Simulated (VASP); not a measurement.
Wanted: the native input for a VASP 6.6.1 run.

| Property | Result |
| --- | --- |
| Task | single point |
| Functional | LDA |
| Potentials or basis | VASP PAW LDA potentials, release 64 (Al, N) |
| Cutoff | 600 eV |
| k mesh | 10 × 10 × 10 |
| Occupations | gaussian, width 0.02 eV |
| Spin | no spin polarisation |
| Dipole correction | no |
| Further INCAR settings | ALGO = Normal; EDIFF = 1e-06; NBANDS = 11 |

The structure of AlN lies in POSCAR:

```
AlN
1.0
    0.0000000000      2.0639064841      2.0639064841
    2.0639064841      0.0000000000      2.0639064841
    2.0639064841      2.0639064841      0.0000000000
Al N
1 1
Direct
    0.5000000000      0.5000000000      0.5000000000
    0.0000000000      0.0000000000      0.0000000000
```

One way to write it, as run:

INCAR

```
SYSTEM = AlN
ALGO     = Normal         ! electronic algorithm
EDIFF    = 1E-6           ! SCF threshold, eV
ENCUT    = 600            ! plane-wave cutoff, eV
GGA_COMPAT= .FALSE.      
ISIF     = 2              ! what is computed and relaxed
ISMEAR   = 0              ! smearing method
LASPH    = .TRUE.         ! aspherical terms in the spheres
LCHARG   = .FALSE.        ! write CHGCAR
LREAL    = .FALSE.        ! projectors in reciprocal space
LWAVE    = .FALSE.        ! write WAVECAR
NBANDS   = 11             ! bands
NELM     = 120            ! most SCF steps
PREC     = Accurate       ! precision mode
SIGMA    = 0.02           ! smearing width, eV
```

KPOINTS

```
k-points
0
G
  10 10 10
  0 0 0
```

Potentials or basis: VASP PAW LDA potentials, release 64 (Al, N).

Command:

```bash
$ cat potpaw_LDA.64/Al/POTCAR potpaw_LDA.64/N/POTCAR > POTCAR
$ mpirun -np 1 vasp_std > vasp.out
```

It gave:

The pressure is -19.8 GPa and the band gap on the k mesh is 3.88 eV (least direct gap 4.90 eV).

Caveat: the cell stands under tension.

Run time: 2.8 s on 1 thread of Intel(R) Xeon(R) 6975P-C (Granite Rapids), on a shared host, peak memory 0.12 GiB.
